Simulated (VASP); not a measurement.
Wanted: the native input for a VASP 6.6.1 run.

```yaml
Task: single point
Functional: LDA
Potentials_or_basis: VASP PAW LDA potentials, release 64 (C)
Cutoff: 520 eV
k_mesh: 12 × 12 × 2
Occupations: gaussian, width 0.05 eV
Spin: no spin polarisation
Dipole_correction: no
Further_INCAR_settings: ALGO = Normal; EDIFF = 1e-07; NBANDS = 36
```

The structure of C lies in POSCAR:

```
C
1.0
    2.3758000000      0.0000000000      0.0000000000
   -1.1879000000      2.0575031543      0.0000000000
    0.0000000000      0.0000000000     12.2917957867
C
12
Direct
    0.0000000000      0.0000000000      0.1868599868
    0.0000000000      0.0000000000      0.6868599868
    0.0000000000      0.0000000000      0.3131400132
    0.0000000000      0.0000000000      0.8131400132
    0.3333333333      0.6666666667      0.5207718743
    0.6666666667      0.3333333333      0.0207718743
    0.3333333333      0.6666666667      0.9792281257
    0.6666666667      0.3333333333      0.4792281257
    0.3333333333      0.6666666667      0.6450609412
    0.6666666667      0.3333333333      0.1450609412
    0.3333333333      0.6666666667      0.8549390588
    0.6666666667      0.3333333333      0.3549390588
```

These files were run (other wordings do the same):

INCAR

```
ALGO = Normal
EDIFF = 1E-7
ENCUT = 520
ISIF = 2
ISMEAR = 0
LASPH = True
LCHARG = False
LREAL = False
LWAVE = False
NBANDS = 36
NELM = 80
PREC = Accurate
SIGMA = 0.05
```

KPOINTS

```
k-points
0
Gamma
  12 12 2
```

Potentials or basis: VASP PAW LDA potentials, release 64 (C).

Run with:

```bash
$ cat potpaw_LDA.64/C/POTCAR > POTCAR
$ mpirun -np 1 vasp_std > vasp.out
```

It gave:

| Quantity | Value |
| --- | --- |
| Pressure | 56.9 GPa |
| Largest force | 0.468 eV/Å |
| Band gap on the k mesh | 4.49 eV, direct |

It took 90 s on 1 thread of AMD EPYC 7R13 Processor (Zen 3) (shared host), peak memory 0.14 GiB.
